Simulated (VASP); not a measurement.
Si2W, 3 atoms in the cell. It takes space group I4/mmm (No. 139, tetragonal). The conventional cell has a = 3.312 Å, b = 3.312 Å, c = 8.037 Å, α = 90.00°, β = 90.00°, γ = 90.00°. Si (site symmetry 4mm) has 9 Si at 2.63 to 3.31 Å and 5 W at 2.69 to 2.70 Å within 3.5 Å. Within 3.5 Å of W (site symmetry 4/mmm) lie 10 Si at 2.69 to 2.70 Å and 4 W at 3.31 Å. 

- Program: VASP 6.6.1
- Task: single point
- Functional: PBEsol
- Potentials or basis: VASP PAW PBE potentials, release 64 (Si, W_sv)
- Cutoff: 520 eV
- k mesh: 18 × 18 × 18
- Occupations: gaussian, width 0.1 eV
- Spin: no spin polarisation
- Dipole correction: no
- Further INCAR settings: ALGO = Normal; EDIFF = 1e-06; NBANDS = 18

Potentials or basis: VASP PAW PBE potentials, release 64 (Si, W_sv).

Launch:

```console
$ cat potpaw_PBE.64/Si/POTCAR potpaw_PBE.64/W_sv/POTCAR > POTCAR
$ mpirun -np 1 vasp_std > vasp.out
```

Hardware: 1 thread of Intel(R) Xeon(R) Platinum 8375C CPU @ 2.90GHz (Ice Lake), with other jobs on the host.

Question: How long does it take, and how much memory?

Answer: Run time: 8.8 min on 1 thread of Intel(R) Xeon(R) Platinum 8375C CPU @ 2.90GHz (Ice Lake), on a shared host, peak memory 0.48 GiB. Counts: scf iterations 12, k points 480.
